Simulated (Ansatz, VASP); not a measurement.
**AlCu3 in VASP and in Ansatz**

File INCAR:

```
ALGO = Normal
EDIFF = 1E-6
ENCUT = 520
GGA = PS
ISIF = 2
ISMEAR = 0
LASPH = True
LCHARG = False
LREAL = False
LWAVE = False
NBANDS = 26
NELM = 80
PREC = Accurate
SIGMA = 0.1
```

The input KPOINTS:

```
k-points
0
Gamma
  12 12 12
```

File POSCAR:

```
AlCu3
1.0
    3.5577298045      0.0000000000      0.0000000000
    0.0000000000      3.5577298045      0.0000000000
    0.0000000000      0.0000000000      3.5577298045
Al Cu
1 3
Direct
    0.0000000000      0.0000000000      0.0000000000
    0.5000000000      0.5000000000      0.0000000000
    0.5000000000      0.0000000000      0.5000000000
    0.0000000000      0.5000000000      0.5000000000
```

Input for Ansatz:

```yaml
crystal:
  lattice:
    - [3.5577298045, 0.0, 0.0]
    - [0.0, 3.5577298045, 0.0]
    - [0.0, 0.0, 3.5577298045]
  atoms:
    - { symbol: Al, position: [0.0, 0.0, 0.0] }
    - { symbol: Cu, position: [0.5, 0.5, 0.0] }
    - { symbol: Cu, position: [0.5, 0.0, 0.5] }
    - { symbol: Cu, position: [0.0, 0.5, 0.5] }
basis:
  ecutwfc: 420
kpoints:
  mp_grid: { grid: [12, 12, 12] }
hamiltonian:
  xc: pbesol
scf:
  occupations: { method: gaussian, width: 0.1 }
output:
  forces: true
  stress: true
  eigenvalues: true
  write_density: true
  write_potential: true
  elf: true
  volumetric_format: npy
```

Alike in both runs: task single point; functional PBEsol; k mesh 12 × 12 × 12; occupations gaussian, width 0.1 eV; no spin polarisation.

```csv
,VASP,Ansatz
version,VASP 6.6.1,Ansatz 0.2.0
potentials or method,"VASP PAW PBE potentials, release 64 (Al, Cu), cutoff 520 eV","scalar-relativistic, plane waves, PAW"
valence electrons in the cell,36,60
```

```csv
,VASP,Ansatz,Ansatz less VASP
gap on the k mesh at the Fermi level (eV),none,none,-
pressure (GPa),11.4,10.9,-0.46
```

VASP's potentials were made for PBE, not for PBEsol. A gap of «none» marks a metal or a gap that the smearing closes. VASP's potentials hold 36 valence electrons a cell and Ansatz's 60, so a difference there can come from the potentials and not from the codes.
